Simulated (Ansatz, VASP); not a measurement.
## Two plane-wave programs on SiNi3

```
CELL_PARAMETERS angstrom
3.54200 0.00000 0.00000
0.00000 3.54200 0.00000
0.00000 0.00000 3.54200
ATOMIC_POSITIONS crystal
Ni 0.50000 0.50000 0.00000
Ni 0.50000 0.00000 0.50000
Ni 0.00000 0.50000 0.50000
Si 0.00000 0.00000 0.00000
```

Alike in both runs: functional r2SCAN; k mesh 4 × 4 × 4; occupations fermi-dirac, width 0.05 eV; collinear spin.

|  | VASP | Ansatz |
| --- | --- | --- |
| version | VASP 6.6.1 | Ansatz 0.2.0 |
| potentials or method | VASP PAW PBE potentials, release 64 (Ni_sv_GW, Si) | Ansatz PAW |
| plane-wave cutoff (eV) | 650 | 500 |
| valence electrons in the cell | 58 | 58 |
| task | single point | band structure |

```csv
,VASP,Ansatz,Ansatz less VASP
gap on the k mesh at the Fermi level (eV),none,none,-
pressure (GPa),-16.2,-13.4,+2.77
net moment per atom (μB),0.00,0.05,+0.054
size of the moment on the site where the two differ most (μB),0.00,0.09,+0.087
```

VASP's potentials were made for PBE, not for r2SCAN. Site moments also hang on the region over which each program counts them. A gap of «none» marks a metal or a gap that the smearing closes.

The k mesh is coarse, so the values compare programs but aren't converged. Noted on Ansatz's run: the magnetic or orbital state may not be the lowest.
